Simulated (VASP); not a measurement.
Ga, 1 atom in the cell. Symmetry: I4/mmm, No. 139, tetragonal system. Conventional cell: a = 2.752 Å, b = 2.752 Å, c = 4.458 Å, α = 90.00°, β = 90.00°, γ = 90.00°. Ga (site symmetry 4/mmm) has 12 Ga at 2.75 to 2.96 Å within 3.6 Å.  This cell differs from its parent crystal: equal xx and yy strain of -2 %.

* Program: VASP 6.6.1
* Task: single point
* Functional: PBE
* Potentials or basis: VASP PAW PBE potentials, release 64 (Ga_d)
* Cutoff: 500 eV
* k mesh: 14 × 14 × 16
* Occupations: fermi-dirac, width 0.05 eV
* Spin: no spin polarisation
* Dipole correction: no
* Further INCAR settings: ALGO = Normal; EDIFF = 1e-06; NBANDS = 12; ISYM = 0

Potentials or basis: VASP PAW PBE potentials, release 64 (Ga_d).

The run is started by

```sh
$ cat potpaw_PBE.64/Ga_d/POTCAR > POTCAR
$ mpirun -np 1 vasp_std > vasp.out
```

Hardware: 1 thread of Oxide Virtual Turin-like Processor, on a shared host.

Problem. Estimate the wall time of this run.

Solution. Wall time 7.4 min on 1 thread of Oxide Virtual Turin-like Processor, on a shared host, peak memory 0.36 GiB. Counts: scf iterations 10, k points 1572.
